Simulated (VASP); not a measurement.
Crystal: MgI2.

```xyz
3
Lattice="4.1674 0.0000 0.0000 -2.0837 3.6091 0.0000 0.0000 0.0000 6.9256" Properties=species:S:1:pos:R:3 pbc="T T T"
I     2.0837    1.2030    5.1942
I     0.0000    2.4061    1.7314
Mg    0.0000    0.0000    0.0000
```

| Quantity | Value |
| --- | --- |
| Program | VASP 6.6.1 |
| Task | relaxation of cell and atoms |
| Functional | optB86b-vdW |
| Potentials or basis | VASP PAW PBE potentials, release 64 (I, Mg) |
| Cutoff | 650 eV |
| k mesh | 8 × 8 × 4 |
| Occupations | gaussian, width 0.03 eV |
| Spin | no spin polarisation |

At the start: pressure -1.0 GPa; volume 34.72 Å³/atom.

**Question.** How do energy, volume and symmetry change on relaxing?

**Answer.** Over 13 steps the energy falls by 5.6 meV/atom and the volume is 34.11 Å³/atom (-1.8 %); space group P-3m1 (No. 164, to 0.1 Å) before and after.

The path:
```
step  energy change (eV)  largest force (eV/Å)  pressure (GPa)  volume (Å³)
   1              0.0000                0.2796           -0.99       104.16
   2             -0.0149                0.0589            0.12       100.96
   3             -0.0149                0.0590            0.12       100.96
   4             -0.0157                0.0448            0.08       101.24
   5             -0.0163                0.0210            0.01       101.71
   6             -0.0164                0.0174            0.02       101.79
   7             -0.0167                0.0065            0.02       102.01
   8             -0.0167                0.0140            0.04       102.46
   9             -0.0167                0.0041            0.03       102.23
  10             -0.0167                0.0094           -0.06       102.53
  11             -0.0167                0.0000            0.00       102.32
  12             -0.0167                0.0001            0.00       102.32
  13             -0.0167                0.0001            0.00       102.32
```

Final structure:
```
CELL_PARAMETERS angstrom
4.15331 0.00000 0.00000
-2.07666 3.59687 0.00000
0.00000 0.00000 6.84951
ATOMIC_POSITIONS crystal
I 0.66667 0.33333 0.75504
I 0.33333 0.66667 0.24496
Mg 0.00000 0.00000 0.00000
```

Caveat: the PAW data sets were made with another functional, which shifts forces and pressure a little.
